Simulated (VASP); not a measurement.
Write the native input for VASP 6.6.1 that does the following.

```
Task                   : single point
Functional             : PBE
Potentials or basis    : VASP PAW PBE potentials, release 64 (Sn_d, Se)
Cutoff                 : 520 eV
k mesh                 : 6 × 6 × 6
Occupations            : gaussian, width 0.01 eV
Spin                   : no spin polarisation
Dipole correction      : no
Further INCAR settings : ALGO = Normal; EDIFF = 1e-06; NBANDS = 20
```

The structure of SnSe2 lies in POSCAR:

```
SnSe2
1.0
    1.9122916108      1.1040620762      6.3350940812
   -1.9122916108      1.1040620762      6.3350940812
    0.0000000000     -2.2081241525      6.3350940812
Sn Se
1 2
Direct
    0.0000000000      0.0000000000      0.0000000000
    0.2505568944      0.2505568944      0.2505568944
    0.7494431056      0.7494431056      0.7494431056
```

The input as run:

INCAR

```
PREC = Accurate
ENCUT = 520
EDIFF = 1E-6
ISMEAR = 0
SIGMA = 0.01
LREAL = False
LASPH = True
NELM = 100
ALGO = Normal
ISIF = 2
LWAVE = False
LCHARG = False
GGA = PE
NBANDS = 20
```

KPOINTS

```
regular mesh
0
Gamma
  6 6 6
```

Potentials or basis: VASP PAW PBE potentials, release 64 (Sn_d, Se).

The run is started by

```sh
$ cat potpaw_PBE.64/Sn_d/POTCAR potpaw_PBE.64/Se/POTCAR > POTCAR
$ mpirun -np 1 vasp_std > vasp.out
```

Results of the run:

The pressure is 3.0 GPa. The largest force is 0.251 eV/Å and the band gap on the k mesh is 0.30 eV, indirect (least direct gap 0.54 eV).

Caveat: spin-orbit coupling is left out, which moves the levels of the heavy elements.

Run time: 100 s on 1 thread of Intel(R) Xeon(R) Platinum 8488C (Sapphire Rapids) (shared host), peak memory 0.35 GiB.
